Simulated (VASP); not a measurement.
# Ta2N (P-3m1) in VASP: settings compared

Ta2N is run at these levels: r2SCAN, revPBE+D3(BJ), revPBE+D4; tasks: relaxation of cell and atoms, single point.

Program: VASP 6.6.1. These are calculated values, not measurements. Logs are shortened: lines on timing, memory, paths and dates and some standing lists are left out, and cuts for length are marked.

## (1) The cell of the first run

It takes space group P-3m1 (No. 164, trigonal). The conventional cell has a = 3.113 Å, b = 3.113 Å, c = 4.870 Å, α = 90.00°, β = 90.00°, γ = 120.00°. Within 3.2 Å of Ta (site symmetry 3m) lie 3 N at 2.18 Å and 12 Ta at 2.99 to 3.11 Å. Within 2.9 Å of N (site symmetry -3m) lie 6 Ta at 2.18 Å.

## (2) Relaxation of cell and atoms, r2SCAN, target pressure 5 GPa, at which the enthalpy is minimised

File POSCAR:

```
Ta2N
1.0
    3.1128615060      0.0000000000      0.0000000000
   -1.5564307530      2.6958171426      0.0000000000
    0.0000000000      0.0000000000      4.8698410000
Ta N
2 1
Direct
    0.3333333333      0.6666666667      0.2547110000
    0.6666666667      0.3333333333      0.7452890000
    0.0000000000      0.0000000000      0.0000000000
```

File INCAR.step1:

```
SYSTEM = Ta2N
PREC = Accurate ; ENCUT = 600
ISMEAR = -1 ; SIGMA = 0.05
LREAL = .False. ; LASPH = .True.
NELM = 80 ; GGA = PE
ALGO = Normal ; EDIFF = 1E-4
LWAVE = .True. ; LCHARG = .False.
```

File INCAR.step2:

```
SYSTEM = Ta2N
PREC = Accurate ; ENCUT = 600
EDIFF = 1E-6 ; ISMEAR = -1
SIGMA = 0.05 ; LREAL = .False.
LASPH = .True. ; NELM = 80
ALGO = Normal ; ISIF = 3
LWAVE = .False. ; LCHARG = .False.
METAGGA = R2SCAN ; LMIXTAU = .True.
IBRION = 2 ; NSW = 60
EDIFFG = -0.01 ; PSTRESS = 50.0
ISTART = 1
```

File KPOINTS:

```
Automatic mesh
0
Gamma
  10 10 6
  0 0 0
```

Potentials or basis: VASP PAW PBE potentials, release 64 (Ta_pv, N).

Run with:

```sh
cat potpaw_PBE.64/Ta_pv/POTCAR potpaw_PBE.64/N/POTCAR > POTCAR
cp INCAR.step1 INCAR
mpirun -np 1 vasp_std > vasp.out
cp INCAR.step2 INCAR
mpirun -np 1 vasp_std > vasp.out
```

OUTCAR:

```text
SYSTEM = Ta2N
   PREC = Accurate
   ENCUT = 600
   EDIFF = 1E-6
   ISMEAR = -1
   LREAL = .False.
   LASPH = .True.
   NELM = 80
   ISIF = 3
   METAGGA = R2SCAN
   IBRION = 2
   NSW = 60
   EDIFFG = -0.01
   PSTRESS = 50.0
   ISTART = 1

 ion  position               nearest neighbor table
   1  0.333  0.667  0.255-   3 2.18   3 2.18   3 2.18   2 2.99   2 2.99   2 2.99   2 3.06   2 3.06
                             2 3.06
   2  0.667  0.333  0.745-   3 2.18   3 2.18   3 2.18   1 2.99   1 2.99   1 2.99   1 3.06   1 3.06
                             1 3.06
   3  0.000  0.000  0.000-   1 2.18   2 2.18   1 2.18   2 2.18   2 2.18   1 2.18

  LATTYP: Found a hexagonal cell.
 ALAT       =     3.1128615060
 C/A-ratio  =     1.5644258476

  Lattice vectors:

 A1 = (   3.1128615060,   0.0000000000,   0.0000000000)
 A2 = (  -1.5564307530,   2.6958171426,   0.0000000000)
 A3 = (   0.0000000000,   0.0000000000,   4.8698410000)

Analysis of symmetry for initial positions (statically):
=====================================================================
 Subroutine PRICEL returns:
 Original cell was already a primitive cell.

 Routine SETGRP: Setting up the symmetry group for a
 hexagonal supercell.

 Subroutine GETGRP returns: Found 12 space group operations
 (whereof 12 operations were pure point group operations)
 out of a pool of 24 trial point group operations.

The static configuration has the point symmetry D_3d.

Analysis of symmetry for dynamics (positions and initial velocities):
=====================================================================
 Subroutine PRICEL returns:
 Original cell was already a primitive cell.

 Routine SETGRP: Setting up the symmetry group for a
 hexagonal supercell.

 Subroutine GETGRP returns: Found 12 space group operations
 (whereof 12 operations were pure point group operations)
 out of a pool of 24 trial point group operations.

The dynamic configuration has the point symmetry D_3d.

 Subroutine INISYM returns: Found 12 space group operations
 (whereof 12 operations are pure point group operations),
 and found     1 'primitive' translations

----------------------------------------------------------------------------------------

                                     Primitive cell

  volume of cell :      40.8663

  direct lattice vectors                    reciprocal lattice vectors
     3.112861506  0.000000000  0.000000000     0.321247829  0.185472520  0.000000000
    -1.556430753  2.695817143  0.000000000     0.000000000  0.370945041  0.000000000
     0.000000000  0.000000000  4.869841000     0.000000000  0.000000000  0.205345513

  length of vectors
     3.112861506  3.112861506  4.869841000     0.370945041  0.370945041  0.205345513

  position of ions in fractional coordinates (direct lattice)
     0.333333333  0.666666667  0.254711000
     0.666666667  0.333333333  0.745289000
     0.000000000  0.000000000  0.000000000

  ion indices of the primitive-cell ions
   primitive index   ion index
                 1           1
                 2           2
                 3           3

----------------------------------------------------------------------------------------

 KPOINTS: Automatic mesh

Automatic generation of k-mesh.
 Grid dimensions read from file:
 generate k-points for:   10   10    6

 Generating k-lattice:

  Cartesian coordinates                     Fractional coordinates (reciprocal lattice)
     0.032124783  0.018547252  0.000000000     0.100000000  0.000000000  0.000000000
     0.000000000  0.037094504  0.000000000     0.000000000  0.100000000  0.000000000
     0.000000000  0.000000000  0.034224252     0.000000000  0.000000000  0.166666667

  Length of vectors
     0.037094504  0.037094504  0.034224252

  Shift w.r.t. Gamma in fractional coordinates (k-lattice)
     0.000000000  0.000000000  0.000000000

 Subroutine IBZKPT returns following result:
 ===========================================

 Found     72 irreducible k-points:

 Following reciprocal coordinates:
            Coordinates               Weight
  0.000000  0.000000  0.000000      1.000000
  0.100000 -0.000000  0.000000      6.000000
  0.200000 -0.000000  0.000000      6.000000
  0.300000 -0.000000  0.000000      6.000000
  0.400000 -0.000000  0.000000      6.000000
  0.500000  0.000000  0.000000      3.000000
[... 16 lines left out ...]
  0.000000  0.400000  0.166667      6.000000
  0.500000  0.000000  0.166667      6.000000
 [... further k-points ...]
   k-points           NKPTS =     72   k-points in BZ     NKDIM =     72   number of bands    NBANDS=     17
   number of dos      NEDOS =    301   number of ions     NIONS =      3
   total plane-waves  NPLWV =  31360
   dimension x,y,z NGX =    28 NGY =   28 NGZ =   40
   dimension x,y,z NGXF=    56 NGYF=   56 NGZF=   80
   ions per type =               2   1
   NGX,Y,Z   is equivalent  to a cutoff of  14.95, 14.95, 13.66 a.u.
   NGXF,Y,Z  is equivalent  to a cutoff of  29.91, 29.91, 27.31 a.u.
 SYSTEM =  Ta2N
   PREC   = accura    normal or accurate (medium, high low for compatibility)
   ISTART =      1    job   : 0-new  1-cont  2-samecut
   ICHARG =      0    charge: 1-file 2-atom 10-const
   ISPIN  =      1    spin polarized calculation?
   LNONCOLLINEAR =      F non collinear calculations
   LSORBIT =      F    spin-orbit coupling
   LASPH  =      T    aspherical Exc in radial PAW
   ENCUT  =  600.0 eV  44.10 Ry    6.64 a.u.   6.22  6.22  9.73*2*pi/ulx,y,z
   NELM   =     80;   NELMIN=  2; NELMDL=  0     # of ELM steps
   EDIFF  = 0.1E-05   stopping-criterion for ELM
   LREAL  =      F    real-space projection
   EDIFFG = -.1E-01   stopping-criterion for IOM
   NSW    =     60    number of steps for IOM
   IBRION =      2    ionic relax: 0-MD 1-quasi-New 2-CG
   NFREE  =      1    steps in history (QN), initial steepest desc. (CG)
   ISIF   =      3    stress and relaxation
   ISYM   =      2    0-nonsym 1-usesym 2-fastsym
   POTIM  = 0.5000    time-step for ionic-motion
   TEBEG  =    0.0;   TEEND  =   0.0 temperature during run
   PSTRESS=   50.0 pullay stress
   NELECT =      27.0000    total number of electrons
   NUPDOWN=      -1.0000    fix difference up-down
   EMIN   =  10.00;   EMAX   =-10.00  energy-range for DOS
   EFERMI =   0.00;   METHOD = LEGACY
   ISMEAR =    -1;   SIGMA  =   0.05  broadening in eV -4-tet -1-fermi 0-gaus
   EFERMI_NEDOS =   21; number of points for ismear=-14 and -15
   IALGO  =     38    algorithm
   IMIX   =      4    mixing-type and parameters
     AMIX     =   0.40;   BMIX     =  1.00
     AMIX_MAG =   1.60;   BMIX_MAG =  1.00
  volume/ion in A,a.u.               =      13.62        91.93
  Fermi-wavevector in a.u.,A,eV,Ry     =   1.425852  2.694469 27.661374  2.033054
  Thomas-Fermi vector in A             =   2.546192
   LORBIT       =      0    0 simple, 1 ext, 2 COOP (PROOUT), +10 PAW based schemes
   METAGGA = R2SCAN    functional components
   LHFCALC =     F    Hartree Fock is set to
   AEXX    =    0.0000 exact exchange contribution
   IVDW    =     0    specifies the selected vdW correction
   LEPSILON=     F    determine dielectric tensor
   LRPA    =     F    only Hartree local field effects (RPA)
 conjugate gradient relaxation of ions
 non-spin polarized calculation
  energy-cutoff  :      600.00
  volume of cell :       40.87
 maximum number of plane-waves:      1387
 NGX is ok and might be reduce to    28
   NGX = 13   NGY = 13   NGZ = 19

--------------------------------------- Ionic step        1  -------------------------------------------

 number of electron      26.9999997 magnetization

 Free energy of the ion-electron system (eV)
  ---------------------------------------------------
  ext. energy  EPLUGINS =         0.00000000
  ---------------------------------------------------
  free energy    TOTEN  =      -109.02060204 eV

  energy without entropy =     -109.00780664  energy(sigma->0) =     -109.01420434

------------------------ aborting loop because EDIFF is reached ----------------------------------------

  FORCE on cell =-STRESS in cart. coord.  units (eV):
  Direction    XX          YY          ZZ          XY          YZ          ZX
  --------------------------------------------------------------------------------------
  -------------------------------------------------------------------------------------
  Total       -1.3041922     -1.3041922     -0.6420921      0.0000000      0.0000000      0.0000000
  in kB      -51.1313380    -51.1313380    -25.1734599      0.0000000      0.0000000      0.0000000
  external PRESSURE =     -92.4787120 kB  Pullay stress =      50.0000000 kB
[... 96 lines left out ...]
  FREE ENERGIE OF THE ION-ELECTRON SYSTEM (eV)
  ---------------------------------------------------
  free  energy   TOTEN  =      -109.0209354220 eV

  energy  without entropy=     -109.0087704580  energy(sigma->0) =     -109.01485294

  enthalpy is  TOTEN    =      -107.7848000881 eV   P V=        1.2361353339

[... ionic steps 4 to 7 ...]

--------------------------------------- Ionic step        8  -------------------------------------------

 number of electron      26.9999999 magnetization

------------------------ aborting loop because EDIFF is reached ----------------------------------------

  FORCE on cell =-STRESS in cart. coord.  units (eV):
  Direction    XX          YY          ZZ          XY          YZ          ZX
  --------------------------------------------------------------------------------------
  -------------------------------------------------------------------------------------
  Total        1.1707677      1.1707677      1.1784812      0.0000000      0.0000000      0.0000000
  in kB       47.4322543     47.4322543     47.7447578      0.0000000      0.0000000      0.0000000
  external PRESSURE =      -2.4635779 kB  Pullay stress =      50.0000000 kB
[... 63 lines left out ...]
  enthalpy is  TOTEN    =      -107.7938767954 eV   P V=        1.2310337971

--------------------------------------- Ionic step       10  -------------------------------------------

 number of electron      26.9999999 magnetization

 Free energy of the ion-electron system (eV)
  ---------------------------------------------------
  ext. energy  EPLUGINS =         0.00000000
  ---------------------------------------------------
  free energy    TOTEN  =      -109.02724288 eV

  energy without entropy =     -109.01765336  energy(sigma->0) =     -109.02244812

 E-fermi :   7.8178     XC(G=0): -14.1171

 val. band max:        7.8103973730   @ k =   0.1000  -0.0000   0.0000
 cond. band min:       7.8583543208   @ k =   0.0000   0.0000   0.0000
 fundamental gap:      0.0479569478
 Fermi energy:         7.8178134690

 k-point     1 :       0.0000    0.0000    0.0000
  band No.  band energies     occupation
      1     -29.2634      2.00000
      2     -28.3842      2.00000
      3     -28.3842      2.00000
      4     -28.2546      2.00000
      5     -28.2546      2.00000
      6     -28.1874      2.00000
[... 9 lines left out ...]
     16       8.3678      0.00003
     17       8.3678      0.00003
[... 443 lines left out ...]
      1     -29.1856      2.00000
      2     -28.9882      2.00000
      3     -28.6936      2.00000
      4     -28.5964      2.00000
      5     -28.4116      2.00000
      6     -28.3692      2.00000
[... 9 lines left out ...]
     16      11.6673      0.00000
     17      11.9787      0.00000

 [... further k-points ...]

------------------------ aborting loop because EDIFF is reached ----------------------------------------

  FORCE on cell =-STRESS in cart. coord.  units (eV):
  Direction    XX          YY          ZZ          XY          YZ          ZX
  --------------------------------------------------------------------------------------
  -------------------------------------------------------------------------------------
  Total        1.2343285      1.2343285      1.2295715      0.0000000      0.0000000      0.0000000
  in kB       50.0450566     50.0450566     49.8521870      0.0000000      0.0000000      0.0000000
  external PRESSURE =      -0.0192332 kB  Pullay stress =      50.0000000 kB
[... 18 lines left out ...]
  FREE ENERGIE OF THE ION-ELECTRON SYSTEM (eV)
  ---------------------------------------------------
  free  energy   TOTEN  =      -109.0272428808 eV

  energy  without entropy=     -109.0176533648  energy(sigma->0) =     -109.02244812

  enthalpy is  TOTEN    =      -107.7940256882 eV   P V=        1.2332171926

 reached required accuracy - stopping structural energy minimisation
```

It took 16 min on 1 thread of Intel Xeon Platinum 8488C (Sapphire Rapids), shared host; peak memory 0.22 GiB.

What came out:

```yaml
Free_energy: -109.0272 eV
Relaxed_volume: 13.17 Å³/atom
Relaxed_cell: a = 3.056 Å, b = 3.056 Å, c = 4.885 Å, α = 90.00°, β = 90.00°, γ = 120.00°
Space_group_after_relaxing_to_0.1_Å: P-3m1 (No. 164)
Energy_change_on_relaxing_the_run_minimises_the_enthalpy: -2.2 meV/atom
Ionic_steps: 10
Pressure_after_relaxing: 5.0 GPa
Largest_force_after_relaxing: 0.009 eV/Å
Band_gap_on_the_k_mesh: zero (an odd number of electrons rules out a gap without spin polarisation)
```

Forces in eV/Å, atoms in the order of the input:
```
Ta   0.000  0.000 -0.009
Ta   0.000  0.000  0.009
N    0.000  0.000  0.000
```

Step by step:
```
step  energy change (eV)  largest force (eV/Å)  pressure (GPa)  volume (Å³)
   1              0.0000                0.1783           -4.25        40.87
   2              0.3905                0.7674           37.10        36.39
   3             -0.0003                0.3292            5.02        39.61
   4              0.0008                0.3336            5.32        39.57
   5             -0.0048                0.0169            5.19        39.50
   6             -0.0046                0.0957            5.18        39.49
   7             -0.0076                0.0184            4.73        39.55
   8             -0.0075                0.0220            4.75        39.55
   9             -0.0043                0.0226            5.56        39.45
  10             -0.0066                0.0089            5.00        39.52
```

Final structure:
```
Ta N
1.0
     3.05624    0.00000    0.00000
    -1.52812    2.64678    0.00000
     0.00000    0.00000    4.88512
Ta N
2 1
Direct
  0.33333 0.66667 0.25840
  0.66667 0.33333 0.74160
  0.00000 0.00000 0.00000
```

Caveat: the cell is relaxed towards a set pressure, so the run minimises the enthalpy, not the energy; the PAW data sets were made with another functional, which shifts forces and pressure a little; spin-orbit coupling is left out, which moves the levels of the heavy elements.

(Part 1 of 2 ends here.)
